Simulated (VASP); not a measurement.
A run of VASP 6.6.1 is set up as follows.

The input INCAR:

```
SYSTEM = LiBr
PREC = Accurate
ENCUT = 750
EDIFF = 1E-6
ISMEAR = -1
SIGMA = 0.02
LREAL = .False.
LASPH = .True.
NELM = 120
ALGO = Normal
ISIF = 2
LWAVE = .False.
LCHARG = .False.
GGA = PE
NBANDS = 12
GGA_COMPAT = .False.
```

File KPOINTS:

```
Automatic mesh
0
Gamma
  9 9 9
  0 0 0
```

POSCAR

```
LiBr
1.0
    0.0000000000      2.7506500000      2.7506500000
    2.7506500000      0.0000000000      2.7506500000
    2.7506500000      2.7506500000      0.0000000000
Li Br
1 1
Direct
    0.0000000000      0.0000000000      0.0000000000
    0.5000000000      0.5000000000      0.5000000000
```

Potentials or basis: VASP PAW PBE potentials, release 64 (Li_sv, Br).

Run with:

```console
$ cat potpaw_PBE.64/Li_sv/POTCAR potpaw_PBE.64/Br/POTCAR > POTCAR
$ mpirun -np 1 vasp_std > vasp.out
```

(1) What does it give for the pressure?

(2) Predict the band gap on the k mesh.

Results:

(1) 0.1 GPa.

(2) 4.94 eV.

Caveat: an odd mesh through Γ misses points on the zone boundary, where band edges can lie.
